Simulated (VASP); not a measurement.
A run of VASP 6.6.1 is set up as follows.

The input POSCAR:

```
ZnO
1.0
    5.5131257219      0.0000000000      0.0000000000
    0.0000000000      5.5131257219      0.0000000000
    0.0000000000      0.0000000000      3.2487918667
Zn O
4 4
Direct
    0.1817941389      0.1817941389      0.5000000000
    0.8182058611      0.8182058611      0.5000000000
    0.6817941389      0.3182058611      0.0000000000
    0.3182058611      0.6817941389      0.0000000000
    0.8174782389      0.1825217611      0.5000000000
    0.1825217611      0.8174782389      0.5000000000
    0.6825217611      0.6825217611      0.0000000000
    0.3174782389      0.3174782389      0.0000000000
```

Contents of INCAR.step1:

```
SYSTEM = ZnO
PREC = Accurate
ENCUT = 520
ISMEAR = -1
SIGMA = 0.02
LREAL = .FALSE.
LASPH = .TRUE.
NELM = 80
NBANDS = 46
GGA = PE
ALGO = Normal
EDIFF = 1E-4
LWAVE = .TRUE.
LCHARG = .FALSE.
```

INCAR.step2

```
SYSTEM = ZnO
PREC = Accurate
ENCUT = 520
EDIFF = 1E-6
ISMEAR = -1
SIGMA = 0.02
LREAL = .FALSE.
LASPH = .TRUE.
NELM = 80
ALGO = Normal
ISIF = 2
LWAVE = .FALSE.
LCHARG = .FALSE.
METAGGA = R2SCAN
LMIXTAU = .TRUE.
NBANDS = 46
ISTART = 1
```

KPOINTS

```
Automatic mesh
0
G
  4 4 8
  0 0 0
```

Potentials or basis: VASP PAW PBE potentials, release 64 (Zn, O).

Command:

```sh
$ cat potpaw_PBE.64/Zn/POTCAR potpaw_PBE.64/O/POTCAR > POTCAR
$ cp INCAR.step1 INCAR
$ mpirun -np 1 vasp_std > vasp.out
$ cp INCAR.step2 INCAR
$ mpirun -np 1 vasp_std > vasp.out
```

Question: Estimate the largest force.

Answer: 0.035 eV/Å.

Question: Estimate the pressure.

Answer: 1.0 GPa.

Stress tensor (GPa, compression positive):
```
0.89 0.00 0.00
0.00 0.89 0.00
0.00 0.00 1.21
```

Caveat: the PAW data sets were made with another functional, which shifts forces and pressure a little.
